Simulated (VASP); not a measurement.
# YbPdO2 (R-3m) in VASP: notebook

The runs below take YbPdO2 through relaxation of shape and atoms at fixed volume, with PBE+U.

Program: VASP 6.6.1. These are calculated values, not measurements. Logs are shortened: lines on timing, memory, paths and dates and some standing lists are left out, and cuts for length are marked.

### 1 The cell of the first run

It takes space group R-3m (No. 166, trigonal). Conventional cell: a = 3.418 Å, b = 3.418 Å, c = 18.351 Å, α = 90.00°, β = 90.00°, γ = 120.00°. Within 2.7 Å of Pd (site symmetry -3m) lie 2 O at 2.01 Å. Yb (site symmetry -3m) has 6 O at 2.23 Å within 3.0 Å. O (site symmetry 3m) has 1 Pd at 2.01 Å and 3 Yb at 2.23 Å within 2.7 Å.

### 2 Relaxation of shape and atoms at fixed volume, PBE+U, collinear spin, ferromagnetic start (15.47 Å³/atom)

File INCAR:

```
SYSTEM = YbPdO2
PREC = Accurate
ENCUT = 600
EDIFF = 1E-7
ISMEAR = 0
SIGMA = 0.05
LREAL = .FALSE.
LASPH = .TRUE.
NELM = 200
ALGO = Normal
ISIF = 4
LWAVE = .FALSE.
LCHARG = .FALSE.
ISPIN = 2
MAGMOM = 0.02 -1.03 -0.02 -0.02
LORBIT = 11
LMAXMIX = 6
LDAU = .TRUE.
LDAUTYPE = 2
LDAUL = -1 3 -1
LDAUU = 0 6 0
LDAUJ = 0 0 0
LDAUPRINT = 1
GGA = PE
IBRION = 2
NSW = 60
EDIFFG = -0.01
GGA_COMPAT = .FALSE.
NELMIN = 4
KPAR = 4
```

File KPOINTS:

```
Automatic mesh
0
G
  10 10 10
  0 0 0
```

File POSCAR:

```
YbPdO2
1.0
    1.7089185158      0.9866445651      6.1170277836
   -1.7089185158      0.9866445651      6.1170277836
    0.0000000000     -1.9732891302      6.1170277836
Pd Yb O
1 1 2
Direct
    0.0000000000      0.0000000000      0.0000000000
    0.5000000000      0.5000000000      0.5000000000
    0.1097376754      0.1097376754      0.1097376754
    0.8902623246      0.8902623246      0.8902623246
```

Potentials or basis: VASP PAW PBE potentials, release 64 (Pd, Yb, O).

Launch:

```bash
$ cat potpaw_PBE.64/Pd/POTCAR potpaw_PBE.64/Yb/POTCAR potpaw_PBE.64/O/POTCAR > POTCAR
$ mpirun -np 4 vasp_std > vasp.out
```

OUTCAR:

```text
SYSTEM = YbPdO2
   PREC = Accurate
   ENCUT = 600
   EDIFF = 1E-7
   ISMEAR = 0
   LREAL = .FALSE.
   LASPH = .TRUE.
   NELM = 200
   ISIF = 4
   ISPIN = 2
   LORBIT = 11
   GGA = PE
   IBRION = 2
   NSW = 60
   EDIFFG = -0.01
   NELMIN = 4

 ion  position               nearest neighbor table
   1  0.000  0.000  0.000-   3 2.01   4 2.01
   2  0.500  0.500  0.500-   3 2.23   4 2.23   3 2.23   3 2.23   4 2.23   4 2.23
   3  0.110  0.110  0.110-   1 2.01   2 2.23   2 2.23   2 2.23
   4  0.890  0.890  0.890-   1 2.01   2 2.23   2 2.23   2 2.23

  LATTYP: Found a trigonal (rhomboedric) cell.
 ALAT       =     6.4274333055
 COS(alpha) =     0.8586168842

  Lattice vectors:

 A1 = (   1.7089185158,   0.9866445651,   6.1170277836)
 A2 = (  -1.7089185158,   0.9866445651,   6.1170277836)
 A3 = (   0.0000000000,  -1.9732891302,   6.1170277836)

Analysis of symmetry for initial positions (statically):
=====================================================================
 Subroutine PRICEL returns:
 Original cell was already a primitive cell.

 Routine SETGRP: Setting up the symmetry group for a
 trigonal (rhombohedral) supercell.

 Subroutine GETGRP returns: Found 12 space group operations
 (whereof 12 operations were pure point group operations)
 out of a pool of 12 trial point group operations.

The static configuration has the point symmetry D_3d.

Analysis of symmetry for dynamics (positions and initial velocities):
=====================================================================
 Subroutine PRICEL returns:
 Original cell was already a primitive cell.

 Routine SETGRP: Setting up the symmetry group for a
 trigonal (rhombohedral) supercell.

 Subroutine GETGRP returns: Found 12 space group operations
 (whereof 12 operations were pure point group operations)
 out of a pool of 12 trial point group operations.

The dynamic configuration has the point symmetry D_3d.

Analysis of structural, dynamic, and magnetic symmetry:
=====================================================================
 Subroutine PRICEL returns:
 Original cell was already a primitive cell.

 Routine SETGRP: Setting up the symmetry group for a
 trigonal (rhombohedral) supercell.

 Subroutine GETGRP returns: Found 12 space group operations
 (whereof 12 operations were pure point group operations)
 out of a pool of 12 trial point group operations.

The overall configuration has the point symmetry D_3d.

 Subroutine INISYM returns: Found 12 space group operations
 (whereof 12 operations are pure point group operations),
 and found     1 'primitive' translations

----------------------------------------------------------------------------------------

                                     Primitive cell

  volume of cell :      61.8833

  direct lattice vectors                    reciprocal lattice vectors
     1.708918516  0.986644565  6.117027784     0.292582704  0.168922703  0.054492696
    -1.708918516  0.986644565  6.117027784    -0.292582704  0.168922703  0.054492696
     0.000000000 -1.973289130  6.117027784     0.000000000 -0.337845406  0.054492696

  length of vectors
     6.427433306  6.427433306  6.427433306     0.342211882  0.342211882  0.342211882

  position of ions in fractional coordinates (direct lattice)
     0.000000000  0.000000000  0.000000000
     0.500000000  0.500000000  0.500000000
     0.109737675  0.109737675  0.109737675
     0.890262325  0.890262325  0.890262325

  ion indices of the primitive-cell ions
   primitive index   ion index
[... 82 lines left out ...]
   ISIF   =      4    stress and relaxation
   ISYM   =      2    0-nonsym 1-usesym 2-fastsym
   POTIM  = 0.5000    time-step for ionic-motion
   TEBEG  =    0.0;   TEEND  =   0.0 temperature during run
   PSTRESS=    0.0 pullay stress
   NELECT =      46.0000    total number of electrons
   NUPDOWN=      -1.0000    fix difference up-down
   EMIN   =  10.00;   EMAX   =-10.00  energy-range for DOS
   EFERMI =   0.00;   METHOD = LEGACY
   ISMEAR =     0;   SIGMA  =   0.05  broadening in eV -4-tet -1-fermi 0-gaus
   EFERMI_NEDOS =   21; number of points for ismear=-14 and -15
   IALGO  =     38    algorithm
   IMIX   =      4    mixing-type and parameters
     AMIX     =   0.40;   BMIX     =  1.00
     AMIX_MAG =   1.60;   BMIX_MAG =  1.00
  volume/ion in A,a.u.               =      15.47       104.40
  Fermi-wavevector in a.u.,A,eV,Ry     =   1.482983  2.802432 29.922458  2.199239
  Thomas-Fermi vector in A             =   2.596701
   LORBIT       =     11    0 simple, 1 ext, 2 COOP (PROOUT), +10 PAW based schemes
 LDA+U is selected, type is set to LDAUTYPE =  2
   angular momentum for each species LDAUL =    -1    3   -1
   U (eV)           for each species LDAUU =   0.0  6.0  0.0
   J (eV)           for each species LDAUJ =   0.0  0.0  0.0
   GGA     = PE    functional components
   LHFCALC =     F    Hartree Fock is set to
   AEXX    =    0.0000 exact exchange contribution
   IVDW    =     0    specifies the selected vdW correction
   LEPSILON=     F    determine dielectric tensor
   LRPA    =     F    only Hartree local field effects (RPA)
 conjugate gradient relaxation of ions
 spin polarized calculation
 Gauss-broadening in eV      SIGMA  =   0.05
  energy-cutoff  :      600.00
  volume of cell :       61.88
 maximum number of plane-waves:      2088
 NGX is ok and might be reduce to    54
   NGX = 25   NGY = 25   NGZ = 25

--------------------------------------- Ionic step        1  -------------------------------------------

 number of electron      46.0000008 magnetization      -0.1792352

 number of electron      46.0000006 magnetization       0.9450620

 Free energy of the ion-electron system (eV)
  ---------------------------------------------------
  ext. energy  EPLUGINS =         0.00000000
  ---------------------------------------------------
  free energy    TOTEN  =       -25.76336790 eV

  energy without entropy =      -25.76140077  energy(sigma->0) =      -25.76238433

------------------------ aborting loop because EDIFF is reached ----------------------------------------

  FORCE on cell =-STRESS in cart. coord.  units (eV):
  Direction    XX          YY          ZZ          XY          YZ          ZX
  --------------------------------------------------------------------------------------
  -------------------------------------------------------------------------------------
  Total       -1.0244634     -1.0244634     -0.4333640      0.0000000      0.0000000     -0.0000000
  in kB      -26.5236478    -26.5236478    -11.2199174      0.0000000      0.0000000     -0.0000000
  external PRESSURE =     -21.4224044 kB  Pullay stress =       0.0000000 kB
[... 171 lines left out ...]
  FREE ENERGIE OF THE ION-ELECTRON SYSTEM (eV)
  ---------------------------------------------------
  free  energy   TOTEN  =       -25.7658183733 eV

  energy  without entropy=      -25.7639004145  energy(sigma->0) =      -25.76485939

atom =   2  type =  2  l = 3

 onsite density matrix

spin component  1

  1.0192  0.0000 -0.0000  0.0164  0.0000 -0.0000 -0.0000
  0.0000  1.0166  0.0000  0.0000 -0.0024 -0.0000  0.0000
 -0.0000  0.0000  1.0036 -0.0000  0.0000 -0.0024  0.0000
  0.0164  0.0000 -0.0000  1.0117  0.0000 -0.0000  0.0000
  0.0000 -0.0024  0.0000  0.0000  1.0036 -0.0000 -0.0000
 -0.0000 -0.0000 -0.0024 -0.0000 -0.0000  1.0166 -0.0000
 -0.0000  0.0000  0.0000  0.0000 -0.0000 -0.0000  1.0078

spin component  2

  0.5751 -0.0000 -0.0000 -0.4570  0.0000  0.0000 -0.0000
 -0.0000  1.0158  0.0000 -0.0000 -0.0026 -0.0000  0.0000
 -0.0000  0.0000  1.0030  0.0000  0.0000 -0.0026  0.0000
 -0.4570 -0.0000  0.0000  0.5051 -0.0000 -0.0000 -0.0000
  0.0000 -0.0026  0.0000 -0.0000  1.0030  0.0000 -0.0000
  0.0000 -0.0000 -0.0026 -0.0000  0.0000  1.0158  0.0000
 -0.0000  0.0000  0.0000 -0.0000 -0.0000  0.0000  1.0075

 occupancies and eigenvectors

  o =  0.0818  v =  0.0000  0.0000  0.0000  0.0000  0.0000  0.0000  0.0000 -0.6796 -0.0000 -0.0000 -0.7336  0.0000 -0.0000 -0.0000      0.0000  0.0000  0.0000  0.0000  0.0000  0.0000  0.0000  0.0000  0.0000  0.0000  0.0000  0.0000  0.0000  0.0000
  o =  0.9984  v =  0.0000  0.0000  0.0000  0.0000  0.0000  0.0000  0.0000  0.7336 -0.0000  0.0000 -0.6796 -0.0000 -0.0000 -0.0000      0.0000  0.0000  0.0000  0.0000  0.0000  0.0000  0.0000  0.0000  0.0000  0.0000  0.0000  0.0000  0.0000  0.0000
  o =  0.9986  v = -0.6229 -0.0000 -0.0000  0.7823 -0.0000  0.0000 -0.0000  0.0000  0.0000  0.0000  0.0000  0.0000  0.0000  0.0000      0.0000  0.0000  0.0000  0.0000  0.0000  0.0000  0.0000  0.0000  0.0000  0.0000  0.0000  0.0000  0.0000  0.0000
  o =  1.0025  v =  0.0000  0.0000  0.0000  0.0000  0.0000  0.0000  0.0000  0.0000  0.0000 -0.9817 -0.0000  0.0000 -0.1905  0.0000      0.0000  0.0000  0.0000  0.0000  0.0000  0.0000  0.0000  0.0000  0.0000  0.0000  0.0000  0.0000  0.0000  0.0000
  o =  1.0025  v =  0.0000  0.0000  0.0000  0.0000  0.0000  0.0000  0.0000  0.0000  0.1905  0.0000 -0.0000  0.9817  0.0000  0.0000      0.0000  0.0000  0.0000  0.0000  0.0000  0.0000  0.0000  0.0000  0.0000  0.0000  0.0000  0.0000  0.0000  0.0000
  o =  1.0031  v = -0.0000 -0.0000  0.9842  0.0000 -0.0000  0.1771  0.0000  0.0000  0.0000  0.0000  0.0000  0.0000  0.0000  0.0000      0.0000  0.0000  0.0000  0.0000  0.0000  0.0000  0.0000  0.0000  0.0000  0.0000  0.0000  0.0000  0.0000  0.0000
  o =  1.0031  v = -0.0000  0.1771  0.0000  0.0000  0.9842  0.0000  0.0000  0.0000  0.0000  0.0000  0.0000  0.0000  0.0000  0.0000      0.0000  0.0000  0.0000  0.0000  0.0000  0.0000  0.0000  0.0000  0.0000  0.0000  0.0000  0.0000  0.0000  0.0000
  o =  1.0075  v =  0.0000  0.0000  0.0000  0.0000  0.0000  0.0000  0.0000 -0.0000  0.0000 -0.0000  0.0000  0.0000 -0.0000 -1.0000      0.0000  0.0000  0.0000  0.0000  0.0000  0.0000  0.0000  0.0000  0.0000  0.0000  0.0000  0.0000  0.0000  0.0000
  o =  1.0078  v =  0.0000  0.0000  0.0000 -0.0000  0.0000 -0.0000 -1.0000  0.0000  0.0000  0.0000  0.0000  0.0000  0.0000  0.0000      0.0000  0.0000  0.0000  0.0000  0.0000  0.0000  0.0000  0.0000  0.0000  0.0000  0.0000  0.0000  0.0000  0.0000
  o =  1.0163  v =  0.0000  0.0000  0.0000  0.0000  0.0000  0.0000  0.0000  0.0000 -0.0001 -0.1905 -0.0000  0.0000  0.9817 -0.0000      0.0000  0.0000  0.0000  0.0000  0.0000  0.0000  0.0000  0.0000  0.0000  0.0000  0.0000  0.0000  0.0000  0.0000
  o =  1.0163  v =  0.0000  0.0000  0.0000  0.0000  0.0000  0.0000  0.0000  0.0000  0.9817 -0.0000 -0.0000 -0.1905  0.0001  0.0000      0.0000  0.0000  0.0000  0.0000  0.0000  0.0000  0.0000  0.0000  0.0000  0.0000  0.0000  0.0000  0.0000  0.0000
  o =  1.0170  v =  0.0000 -0.0000 -0.1771 -0.0000  0.0000  0.9842 -0.0000  0.0000  0.0000  0.0000  0.0000  0.0000  0.0000  0.0000      0.0000  0.0000  0.0000  0.0000  0.0000  0.0000  0.0000  0.0000  0.0000  0.0000  0.0000  0.0000  0.0000  0.0000
  o =  1.0170  v = -0.0000  0.9842 -0.0000  0.0000 -0.1771  0.0000  0.0000  0.0000  0.0000  0.0000  0.0000  0.0000  0.0000  0.0000      0.0000  0.0000  0.0000  0.0000  0.0000  0.0000  0.0000  0.0000  0.0000  0.0000  0.0000  0.0000  0.0000  0.0000
  o =  1.0323  v = -0.7823 -0.0000  0.0000 -0.6229  0.0000  0.0000 -0.0000  0.0000  0.0000  0.0000  0.0000  0.0000  0.0000  0.0000      0.0000  0.0000  0.0000  0.0000  0.0000  0.0000  0.0000  0.0000  0.0000  0.0000  0.0000  0.0000  0.0000  0.0000

--------------------------------------- Ionic step        6  -------------------------------------------

 number of electron      46.0000004 magnetization       0.9446424

 Free energy of the ion-electron system (eV)
  ---------------------------------------------------
  ext. energy  EPLUGINS =         0.00000000
  ---------------------------------------------------
  free energy    TOTEN  =       -25.76583162 eV

  energy without entropy =      -25.76388520  energy(sigma->0) =      -25.76485841

 E-fermi :   2.9502     XC(G=0): -10.8714

 val. band max:        2.9458295368   @ k =  -0.3000   0.4000   0.3000
 cond. band min:       2.9502340444   @ k =   0.5000   0.5000   0.5000
 fundamental gap:      0.0044045076
 Fermi energy:         2.9501500273

 spin component 1

 k-point     1 :       0.0000    0.0000    0.0000
  band No.  band energies     occupation
      1     -49.1306      1.00000
      2     -21.3139      1.00000
      3     -20.8006      1.00000
      4     -20.8006      1.00000
      5     -15.1441      1.00000
      6     -13.7972      1.00000
[... 1514 lines left out ...]
  FREE ENERGIE OF THE ION-ELECTRON SYSTEM (eV)
  ---------------------------------------------------
  free  energy   TOTEN  =       -25.7658316153 eV

  energy  without entropy=      -25.7638852013  energy(sigma->0) =      -25.76485841

 reached required accuracy - stopping structural energy minimisation

 total charge

# of ion       s       p       d       f       tot
--------------------------------------------------
    1        0.366   0.333   8.457   0.000   9.156
    2        2.155   6.157   0.639  13.183  22.134
    3        1.551   3.488   0.000   0.000   5.039
    4        1.551   3.488   0.000   0.000   5.039
--------------------------------------------------
tot          5.623  13.466   9.096  13.183  41.369

 magnetization (x)

# of ion       s       p       d       f       tot
--------------------------------------------------
    1       -0.005  -0.000  -0.022   0.000  -0.027
    2        0.001  -0.007  -0.000   0.952   0.946
    3       -0.000   0.010   0.000   0.000   0.010
    4       -0.000   0.010   0.000   0.000   0.010
--------------------------------------------------
tot         -0.004   0.013  -0.022   0.952   0.939
```

Wall time 52 min (4 MPI ranks of Intel Xeon 6975P-C (Granite Rapids), shared host); peak memory 0.94 GiB.

Results:

```yaml
Free_energy: -25.7658 eV
Energy_gained_by_relaxing: 0.6 meV/atom
Ionic_steps: 6
Pressure_after_relaxing: -2.2 GPa
Largest_force_after_relaxing: 0.004 eV/Å
Net_moment: 0.94 μB per cell
Site_moments: Pd -0.03; Yb +0.95; O +0.01 μB
Valence_electrons_inside_the_program's_atomic_spheres: Pd 9.16; Yb 22.13; O 5.04
```

Forces in eV/Å, atoms in the order of the input:
```
Pd   0.000  0.000  0.000
Yb   0.000  0.000  0.000
O    0.000  0.000 -0.004
O    0.000  0.000  0.004
```

Stress tensor (GPa, compression positive):
```
-2.22  0.00  0.00
 0.00 -2.22  0.00
 0.00  0.00 -2.09
```

Step by step:
| step | energy change (eV) | largest force (eV/Å) | pressure (GPa) | volume (Å³) |
| --- | --- | --- | --- | --- |
| 1 | 0.0000 | 0.2359 | -2.14 | 61.88 |
| 2 | -0.0012 | 0.1262 | -2.35 | 61.88 |
| 3 | -0.0024 | 0.0202 | -2.29 | 61.88 |
| 4 | -0.0024 | 0.0243 | -2.28 | 61.88 |
| 5 | -0.0025 | 0.0149 | -2.25 | 61.88 |
| 6 | -0.0025 | 0.0037 | -2.18 | 61.88 |

Final structure:
```xyz
4
Lattice="1.7082 0.9862 6.1220 -1.7082 0.9862 6.1220 0.0000 -1.9725 6.1220" Properties=species:S:1:pos:R:3 pbc="T T T"
Pd    0.0000    0.0000    0.0000
Yb    0.0000    0.0000    9.1830
O     0.0000    0.0000    2.0250
O     0.0000    0.0000   16.3410
```

Eigenvalues of the final occupation matrices:
```tsv
site	spin	trace	eigenvalues
site 2 f	1	7.08	1.00 1.00 1.00 1.01 1.02 1.02 1.03
site 2 f	2	6.13	0.08 1.00 1.00 1.00 1.01 1.02 1.02
```

Caveat: spin-orbit coupling is left out, which moves the levels of the heavy elements.

(Part 1 of 2 ends here.)
